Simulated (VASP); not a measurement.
# TiO (Pm-3m) in VASP: further runs, part 2 of 2

VASP 6.6.1.

### 3 Single point, PBEsol, collinear spin, ferromagnetic start

This run uses another cell than the first one, of 10.94 Å³/atom, 0.943 times its volume.

INCAR reads:

```
SYSTEM = TiO
PREC = Accurate
ENCUT = 520
EDIFF = 1E-6
ISMEAR = 0
SIGMA = 0.1
LREAL = .False.
LASPH = .True.
NELM = 150
ALGO = Normal
ISIF = 2
LWAVE = .False.
LCHARG = .False.
ISPIN = 2
MAGMOM = 0.17 0.17 0.17 0 0 0
LORBIT = 11
LMAXMIX = 4
GGA = PS
NBANDS = 40
```

KPOINTS reads:

```
Automatic mesh
0
Gamma
  10 10 10
  0 0 0
```

POSCAR reads:

```
TiO
1.0
    4.0335084316      0.0000000000      0.0000000000
    0.0000000000      4.0335084316      0.0000000000
    0.0000000000      0.0000000000      4.0335084316
Ti O
3 3
Direct
    0.5000000000      0.5000000000      0.0000000000
    0.0000000000      0.5000000000      0.5000000000
    0.5000000000      0.0000000000      0.5000000000
    0.0000000000      0.5000000000      0.0000000000
    0.5000000000      0.0000000000      0.0000000000
    0.0000000000      0.0000000000      0.5000000000
```

Potentials or basis: VASP PAW PBE potentials, release 64 (Ti_sv, O).

Command:

```
$ cat potpaw_PBE.64/Ti_sv/POTCAR potpaw_PBE.64/O/POTCAR > POTCAR
$ mpirun -np 1 vasp_std > vasp.out
```

OUTCAR:

```text
SYSTEM = TiO
   PREC = Accurate
   ENCUT = 520
   EDIFF = 1E-6
   ISMEAR = 0
   LREAL = .False.
   LASPH = .True.
   NELM = 150
   ISIF = 2
   ISPIN = 2
   LORBIT = 11
   GGA = PS

 ion  position               nearest neighbor table
   1  0.500  0.500  0.000-   4 2.02   5 2.02   5 2.02   4 2.02   2 2.85   3 2.85   3 2.85   2 2.85
                             3 2.85   2 2.85   3 2.85   2 2.85
   2  0.000  0.500  0.500-   4 2.02   6 2.02   4 2.02   6 2.02   1 2.85   1 2.85   3 2.85   3 2.85
                             1 2.85   3 2.85   1 2.85   3 2.85
   3  0.500  0.000  0.500-   5 2.02   6 2.02   5 2.02   6 2.02   1 2.85   1 2.85   1 2.85   2 2.85
                             1 2.85   2 2.85   2 2.85   2 2.85
   4  0.000  0.500  0.000-   1 2.02   2 2.02   2 2.02   1 2.02
   5  0.500  0.000  0.000-   1 2.02   3 2.02   3 2.02   1 2.02
   6  0.000  0.000  0.500-   2 2.02   3 2.02   2 2.02   3 2.02

  LATTYP: Found a simple cubic cell.
 ALAT       =     4.0335084316

  Lattice vectors:

 A1 = (   4.0335084316,   0.0000000000,   0.0000000000)
 A2 = (   0.0000000000,   4.0335084316,   0.0000000000)
 A3 = (   0.0000000000,   0.0000000000,   4.0335084316)

Analysis of symmetry for initial positions (statically):
=====================================================================
 Subroutine PRICEL returns:
 Original cell was already a primitive cell.

 Routine SETGRP: Setting up the symmetry group for a
 simple cubic supercell.

 Subroutine GETGRP returns: Found 48 space group operations
 (whereof 48 operations were pure point group operations)
 out of a pool of 48 trial point group operations.

The static configuration has the point symmetry O_h .

Analysis of symmetry for dynamics (positions and initial velocities):
=====================================================================
 Subroutine PRICEL returns:
 Original cell was already a primitive cell.

 Routine SETGRP: Setting up the symmetry group for a
 simple cubic supercell.

 Subroutine GETGRP returns: Found 48 space group operations
 (whereof 48 operations were pure point group operations)
 out of a pool of 48 trial point group operations.

The dynamic configuration has the point symmetry O_h .

Analysis of structural, dynamic, and magnetic symmetry:
=====================================================================
 Subroutine PRICEL returns:
 Original cell was already a primitive cell.

 Routine SETGRP: Setting up the symmetry group for a
 simple cubic supercell.

 Subroutine GETGRP returns: Found 48 space group operations
 (whereof 48 operations were pure point group operations)
 out of a pool of 48 trial point group operations.

The overall configuration has the point symmetry O_h .

 Subroutine INISYM returns: Found 48 space group operations
 (whereof 48 operations are pure point group operations),
 and found     1 'primitive' translations

----------------------------------------------------------------------------------------

                                     Primitive cell

  volume of cell :      65.6219

  direct lattice vectors                    reciprocal lattice vectors
     4.033508432  0.000000000  0.000000000     0.247923121  0.000000000  0.000000000
     0.000000000  4.033508432  0.000000000     0.000000000  0.247923121  0.000000000
     0.000000000  0.000000000  4.033508432     0.000000000  0.000000000  0.247923121

  length of vectors
     4.033508432  4.033508432  4.033508432     0.247923121  0.247923121  0.247923121

  position of ions in fractional coordinates (direct lattice)
     0.500000000  0.500000000  0.000000000
     0.000000000  0.500000000  0.500000000
     0.500000000  0.000000000  0.500000000
     0.000000000  0.500000000  0.000000000
[... 98 lines left out ...]
   ISMEAR =     0;   SIGMA  =   0.10  broadening in eV -4-tet -1-fermi 0-gaus
   EFERMI_NEDOS =   21; number of points for ismear=-14 and -15
   IALGO  =     38    algorithm
   IMIX   =      4    mixing-type and parameters
     AMIX     =   0.40;   BMIX     =  1.00
     AMIX_MAG =   1.60;   BMIX_MAG =  1.00
  volume/ion in A,a.u.               =      10.94        73.81
  Fermi-wavevector in a.u.,A,eV,Ry     =   1.534110  2.899047 32.021215  2.353493
  Thomas-Fermi vector in A             =   2.641083
   LORBIT       =     11    0 simple, 1 ext, 2 COOP (PROOUT), +10 PAW based schemes
   GGA     = PS    functional components
   LHFCALC =     F    Hartree Fock is set to
   AEXX    =    0.0000 exact exchange contribution
   IVDW    =     0    specifies the selected vdW correction
   LEPSILON=     F    determine dielectric tensor
   LRPA    =     F    only Hartree local field effects (RPA)
 spin polarized calculation
 Gauss-broadening in eV      SIGMA  =   0.10
  energy-cutoff  :      520.00
  volume of cell :       65.62
 maximum number of plane-waves:      1791
 NGX is ok and might be reduce to    30
   NGX = 15   NGY = 15   NGZ = 15

 number of electron      53.9999972 magnetization       0.0030940

 Free energy of the ion-electron system (eV)
  ---------------------------------------------------
  ext. energy  EPLUGINS =         0.00000000
  ---------------------------------------------------
  free energy    TOTEN  =       -56.00706952 eV

  energy without entropy =      -55.98155594  energy(sigma->0) =      -55.99431273

 E-fermi :   8.3673     XC(G=0): -12.2562

 val. band max:        8.3612053313   @ k =   0.5000   0.5000   0.0000
 cond. band min:       8.3702420256   @ k =   0.4000   0.3000   0.2000
 fundamental gap:      0.0090366943
 Fermi energy:         8.3672638067

 spin component 1

 k-point     1 :       0.0000    0.0000    0.0000
  band No.  band energies     occupation
      1     -48.5638      1.00000
      2     -48.3967      1.00000
      3     -48.3967      1.00000
      4     -25.1943      1.00000
      5     -25.1943      1.00000
      6     -25.1943      1.00000
[... 997 lines left out ...]
     38      12.3133      0.00000
     39      12.9460      0.00000

 [... further k-points ...]

 spin component 2

 k-point     1 :       0.0000    0.0000    0.0000
  band No.  band energies     occupation
      1     -48.5632      1.00000
      2     -48.3960      1.00000
      3     -48.3960      1.00000
      4     -25.1937      1.00000
      5     -25.1937      1.00000
      6     -25.1937      1.00000
[... 997 lines left out ...]
     38      12.3138      0.00000
     39      12.9466      0.00000

 [... further k-points ...]

 [bands above 39 left out]

------------------------ aborting loop because EDIFF is reached ----------------------------------------

  FORCE on cell =-STRESS in cart. coord.  units (eV):
  Direction    XX          YY          ZZ          XY          YZ          ZX
  --------------------------------------------------------------------------------------
  -------------------------------------------------------------------------------------
  Total        0.2004482      0.2004482      0.2004482      0.0000000      0.0000000      0.0000000
  in kB        4.8939987      4.8939987      4.8939987      0.0000000      0.0000000      0.0000000
  external PRESSURE =       4.8939987 kB  Pullay stress =       0.0000000 kB

 VOLUME and BASIS-vectors are now :
 -----------------------------------------------------------------------------
  energy-cutoff  :      520.00
  volume of cell :       65.62
      direct lattice vectors                 reciprocal lattice vectors
     4.033508432  0.000000000  0.000000000     0.247923121  0.000000000  0.000000000
     0.000000000  4.033508432  0.000000000     0.000000000  0.247923121  0.000000000
     0.000000000  0.000000000  4.033508432     0.000000000  0.000000000  0.247923121

 POSITION                                       TOTAL-FORCE (eV/Angst)
 -----------------------------------------------------------------------------------
      2.01675      2.01675      0.00000         0.000000      0.000000      0.000000
      0.00000      2.01675      2.01675         0.000000      0.000000      0.000000
      2.01675      0.00000      2.01675         0.000000      0.000000      0.000000
      0.00000      2.01675      0.00000         0.000000      0.000000      0.000000
      2.01675      0.00000      0.00000         0.000000      0.000000      0.000000
      0.00000      0.00000      2.01675         0.000000      0.000000      0.000000
 -----------------------------------------------------------------------------------
    total drift:                                0.000000      0.000000     -0.000000

  FREE ENERGIE OF THE ION-ELECTRON SYSTEM (eV)
  ---------------------------------------------------
  free  energy   TOTEN  =       -56.0070695250 eV

  energy  without entropy=      -55.9815559377  energy(sigma->0) =      -55.99431273

 total charge

# of ion       s       p       d       tot
------------------------------------------
    1        2.201   6.211   1.967  10.379
    2        2.201   6.211   1.967  10.379
    3        2.201   6.211   1.967  10.379
    4        1.559   3.490   0.000   5.049
    5        1.559   3.490   0.000   5.049
    6        1.559   3.490   0.000   5.049
--------------------------------------------------
tot         11.278  29.103   5.902  46.284

 magnetization (x)

# of ion       s       p       d       tot
------------------------------------------
    1        0.000   0.000   0.001   0.001
    2        0.000   0.000   0.001   0.001
    3        0.000   0.000   0.001   0.001
    4       -0.000  -0.000   0.000  -0.000
    5       -0.000  -0.000   0.000  -0.000
    6       -0.000  -0.000   0.000  -0.000
--------------------------------------------------
tot          0.000   0.000   0.002   0.002
```

Run time: 3 min. Hardware: 1 thread of Intel Xeon 6975P-C (Granite Rapids), shared host; peak memory 0.32 GiB.

What came out:

* Free energy: -56.0071 eV
* Pressure: 0.5 GPa
* Band gap on the k mesh: zero (filled and empty bands overlap)
* Net moment: 0.00 μB per cell
* Valence electrons inside the program's atomic spheres: Ti 10.38; O 5.05

Caveat: the PAW data sets were made with another functional, which shifts forces and pressure a little; semilocal functionals often make such compounds metallic where correlation or magnetic order opens a gap, which also shifts bond lengths.

### 4 Single point, PBEsol (volume scaled by 0.88)

INCAR reads:

```
SYSTEM = TiO
PREC = Accurate ; ENCUT = 520
EDIFF = 1E-6 ; ISMEAR = 0
SIGMA = 0.1 ; LREAL = .False.
LASPH = .True. ; NELM = 80
ALGO = Normal ; ISIF = 2
LWAVE = .False. ; LCHARG = .True.
GGA = PS ; LELF = .True.
LVHAR = .True. ; NBANDS = 36
```

KPOINTS reads:

```
regular mesh
0
Gamma
  10 10 10
  0 0 0
```

Changes to POSCAR since step 3:

```diff
@@ -2,5 +2,5 @@
 1.0
-    4.0335084316      0.0000000000      0.0000000000
-    0.0000000000      4.0335084316      0.0000000000
-    0.0000000000      0.0000000000      4.0335084316
+    3.8652464697      0.0000000000      0.0000000000
+    0.0000000000      3.8652464697      0.0000000000
+    0.0000000000      0.0000000000      3.8652464697
 Ti O
```

Command:

```
$ cat potpaw_PBE.64/Ti_sv/POTCAR potpaw_PBE.64/O/POTCAR > POTCAR
$ mpirun -np 1 vasp_std > vasp.out
```

It took 49 s on 1 thread of Intel Xeon 6975P-C (Granite Rapids), shared host; peak memory 0.22 GiB.

It converged, with:

```yaml
Free_energy: -55.1407 eV
Pressure: 38.3 GPa
Band_gap_on_the_k_mesh: zero (band 27 reaches 10.47 eV, above the bottom of band 28 at 8.01 eV)
```

Levels at points of the mesh, in eV from the Fermi level:
```csv
k point,band 25,band 26,band 27,band 28,band 29,band 30
"(0.00, 0.00, 0.00)",-3.37,-1.99,-1.99,-1.99,1.52,1.52
"(0.50, 0.00, 0.00)",-2.97,-1.49,0.44,0.44,0.73,1.61
"(0.50, 0.50, 0.00)",-1.39,-0.93,-0.01,-0.01,2.25,2.33
"(0.50, 0.50, 0.50)",-0.82,-0.82,-0.82,1.03,3.25,3.25
```

Caveat: the cell differs from its parent crystal (volume scaled by 0.88); the PAW data sets were made with another functional, which shifts forces and pressure a little; semilocal functionals often make such compounds metallic where correlation or magnetic order opens a gap, which also shifts bond lengths.

### 5 Single point, PBEsol (volume scaled by 0.91)

INCAR reads:

```
SYSTEM = TiO
PREC = Accurate
ENCUT = 520
EDIFF = 1E-6
ISMEAR = 0
SIGMA = 0.1
LREAL = .FALSE.
LASPH = .TRUE.
NELM = 100
ALGO = Normal
ISIF = 2
LWAVE = .FALSE.
LCHARG = .FALSE.
GGA = PS
NBANDS = 36
```

KPOINTS reads:

```
Automatic mesh
0
G
  10 10 10
  0 0 0
```

Changes to POSCAR since step 4:

```diff
@@ -2,5 +2,5 @@
 1.0
-    3.8652464697      0.0000000000      0.0000000000
-    0.0000000000      3.8652464697      0.0000000000
-    0.0000000000      0.0000000000      3.8652464697
+    3.9086798407      0.0000000000      0.0000000000
+    0.0000000000      3.9086798407      0.0000000000
+    0.0000000000      0.0000000000      3.9086798407
 Ti O
```

Command:

```
$ cat potpaw_PBE.64/Ti_sv/POTCAR potpaw_PBE.64/O/POTCAR > POTCAR
$ mpirun -np 1 vasp_std > vasp.out
```

Wall time 48 s (1 thread of Intel Xeon 6975P-C (Granite Rapids), shared host); peak memory 0.22 GiB.

The run converged. Its results:

| Property | Result |
| --- | --- |
| Free energy | -55.5396 eV |
| Pressure | 26.5 GPa |
| Band gap on the k mesh | zero (band 27 reaches 10.01 eV, above the bottom of band 28 at 7.68 eV) |

Levels at points of the mesh, in eV from the Fermi level:
```csv
k point,band 24,band 25,band 26,band 27,band 28,band 29,band 30,band 31
"(0.00, 0.00, 0.00)",-3.28,-3.28,-1.88,-1.88,-1.88,1.48,1.48,1.48
"(0.50, 0.00, 0.00)",-4.03,-2.89,-1.40,0.43,0.43,0.74,1.54,1.80
"(0.50, 0.50, 0.00)",-2.79,-1.38,-0.89,-0.01,-0.01,2.17,2.24,2.31
"(0.50, 0.50, 0.50)",-3.30,-0.78,-0.78,-0.78,0.89,3.11,3.11,3.11
```

Caveat: the cell differs from its parent crystal (volume scaled by 0.91); the PAW data sets were made with another functional, which shifts forces and pressure a little; semilocal functionals often make such compounds metallic where correlation or magnetic order opens a gap, which also shifts bond lengths.

### 6 Single point, PBEsol (volume scaled by 0.94)

INCAR reads:

```
PREC     = Accurate       # precision mode
ENCUT    = 520            # plane-wave cutoff, eV
EDIFF    = 1E-6           # SCF threshold, eV
ISMEAR   = 0              # smearing method
SIGMA    = 0.1            # smearing width, eV
LREAL    = False          # projectors in reciprocal space
LASPH    = True           # aspherical terms in the spheres
NELM     = 60             # most SCF steps
ALGO     = Normal         # electronic algorithm
ISIF     = 2              # what is computed and relaxed
LWAVE    = False          # write WAVECAR
LCHARG   = False          # write CHGCAR
GGA      = PS             # functional
NBANDS   = 36             # bands
```

KPOINTS reads:

```
regular mesh
0
Gamma
  10 10 10
```

Changes to POSCAR since step 5:

```diff
@@ -2,5 +2,5 @@
 1.0
-    3.9086798407      0.0000000000      0.0000000000
-    0.0000000000      3.9086798407      0.0000000000
-    0.0000000000      0.0000000000      3.9086798407
+    3.9511688200      0.0000000000      0.0000000000
+    0.0000000000      3.9511688200      0.0000000000
+    0.0000000000      0.0000000000      3.9511688200
 Ti O
```

Potentials or basis: VASP PAW PBE potentials, release 64 (Ti_sv, O).

Command:

```
$ cat potpaw_PBE.64/Ti_sv/POTCAR potpaw_PBE.64/O/POTCAR > POTCAR
$ mpirun -np 1 vasp_std > vasp.out
```

Run time: 52 s. Hardware: 1 thread of Intel Xeon 6975P-C (Granite Rapids), shared host; peak memory 0.22 GiB.

Results (log left out):

* Free energy: -55.8044 eV
* Pressure: 16.4 GPa
* Band gap on the k mesh: zero (band 27 reaches 9.57 eV, above the bottom of band 28 at 7.36 eV)

Levels at points of the mesh, in eV from the Fermi level:
| k point | band 24 | band 25 | band 26 | band 27 | band 28 | band 29 | band 30 | band 31 |
| --- | --- | --- | --- | --- | --- | --- | --- | --- |
| (0.00, 0.00, 0.00) | -3.20 | -3.20 | -1.78 | -1.78 | -1.78 | 1.44 | 1.44 | 1.44 |
| (0.50, 0.00, 0.00) | -3.93 | -2.82 | -1.32 | 0.42 | 0.42 | 0.74 | 1.48 | 1.74 |
| (0.50, 0.50, 0.00) | -2.71 | -1.37 | -0.86 | -0.01 | -0.01 | 2.09 | 2.16 | 2.22 |
| (0.50, 0.50, 0.50) | -3.20 | -0.74 | -0.74 | -0.74 | 0.78 | 2.98 | 2.98 | 2.98 |

Caveat: the cell differs from its parent crystal (volume scaled by 0.94); the PAW data sets were made with another functional, which shifts forces and pressure a little; semilocal functionals often make such compounds metallic where correlation or magnetic order opens a gap, which also shifts bond lengths.

### 7 Summary

| spin | cell | gap on the mesh (eV) | pressure (GPa) |
| --- | --- | --- | --- |
| off | a = 4.113 Å, 6 atoms | none | -11.1 |
| collinear, ferromagnetic start | a = 4.034 Å, 6 atoms | none | 0.5 |
| off | a = 3.865 Å, 6 atoms | none | 38.3 |
| off | a = 3.909 Å, 6 atoms | none | 26.5 |
| off | a = 3.951 Å, 6 atoms | none | 16.4 |

Alike in all rows: task single point; level PBEsol; potentials or basis VASP PAW PBE potentials, release 64 (Ti_sv, O); k mesh 10 × 10 × 10; cutoff (eV) 520; smearing gaussian 0.1 eV.

Caveats: the PAW data sets were made with another functional, which shifts forces and pressure a little; semilocal functionals often make such compounds metallic where correlation or magnetic order opens a gap, which also shifts bond lengths.

Absolute energies hang on the potentials; compare differences alone.
